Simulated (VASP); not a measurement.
Write the native input for VASP 6.6.1 that does the following.

```
Task                    : density of states
Functional              : PBEsol
Potentials or basis     : VASP PAW PBE potentials, release 64 (Cu, O)
Cutoff                  : 520 eV
k mesh                  : 10 × 10 × 5
Occupations             : fermi-dirac, width 0.05 eV
Spin                    : no spin polarisation
Hubbard terms           : Cu d U = 8.0 eV
Dipole correction       : no
k mesh for the DOS      : 15 × 15 × 8
Occupations for the DOS : tetrahedron
Further INCAR settings  : ALGO = Normal; EDIFF = 1e-07; NBANDS = 25
```

CuO (Tenorite):

```xyz
4
Lattice="2.3447 -1.7134 0.0000 2.3447 1.7134 0.0000 -0.8606 0.0000 5.0594" Properties=species:S:1:pos:R:3 pbc="T T T"
Cu    0.7420   -0.8457    2.5297
Cu    1.1723    0.8457    0.0000
O     1.6421    0.2841    3.8133
O     2.0724   -0.2841    1.2836
```

One way to write it, as run:

POSCAR

```
CuO
1.0
    2.3446500000     -1.7134000000      0.0000000000
    2.3446500000      1.7134000000      0.0000000000
   -0.8605543552      0.0000000000      5.0594363927
Cu O
2 2
Direct
    0.4968000000      0.0032000000      0.5000000000
    0.0032000000      0.4968000000      0.0000000000
    0.4056000000      0.5714000000      0.7537000000
    0.5714000000      0.4056000000      0.2537000000
```

INCAR.step1

```
SYSTEM = CuO
PREC = Accurate
ENCUT = 520
EDIFF = 1E-7
ISMEAR = -1
SIGMA = 0.05
LREAL = .FALSE.
LASPH = .TRUE.
NELM = 150
ALGO = Normal
ISIF = 2
LWAVE = .FALSE.
LCHARG = .TRUE.
LMAXMIX = 4
LDAU = .TRUE.
LDAUTYPE = 2
LDAUL = 2 -1
LDAUU = 8 0
LDAUJ = 0 0
LDAUPRINT = 1
GGA = PS
NBANDS = 25
```

KPOINTS.step1

```
regular mesh
0
G
  10 10 5
  0 0 0
```

INCAR.step2

```
SYSTEM = CuO
PREC = Accurate
ENCUT = 520
EDIFF = 1E-7
ISMEAR = -5
SIGMA = 0.05
LREAL = .FALSE.
LASPH = .TRUE.
NELM = 150
ALGO = Normal
ISIF = 2
LWAVE = .FALSE.
LCHARG = .FALSE.
LMAXMIX = 4
LDAU = .TRUE.
LDAUTYPE = 2
LDAUL = 2 -1
LDAUU = 8 0
LDAUJ = 0 0
LDAUPRINT = 1
GGA = PS
LORBIT = 10
NBANDS = 25
NEDOS = 2001
ICHARG = 11
```

KPOINTS.step2

```
regular mesh
0
G
  15 15 8
  0 0 0
```

Potentials or basis: VASP PAW PBE potentials, release 64 (Cu, O).

Run with:

```console
$ cat potpaw_PBE.64/Cu/POTCAR potpaw_PBE.64/O/POTCAR > POTCAR
$ cp INCAR.step1 INCAR
$ cp KPOINTS.step1 KPOINTS
$ mpirun -np 1 vasp_std > vasp.out
$ cp INCAR.step2 INCAR
$ cp KPOINTS.step2 KPOINTS
$ mpirun -np 1 vasp_std > vasp.out
```

It gave:

```yaml
Valence_electrons_inside_the_program's_atomic_spheres: Cu 10.09; O 4.91
```

Caveat: U without spin polarisation on a metal has little footing.

Run time: 6.9 min on 1 thread of Intel Xeon 6975P-C (shared host), peak memory 0.48 GiB.
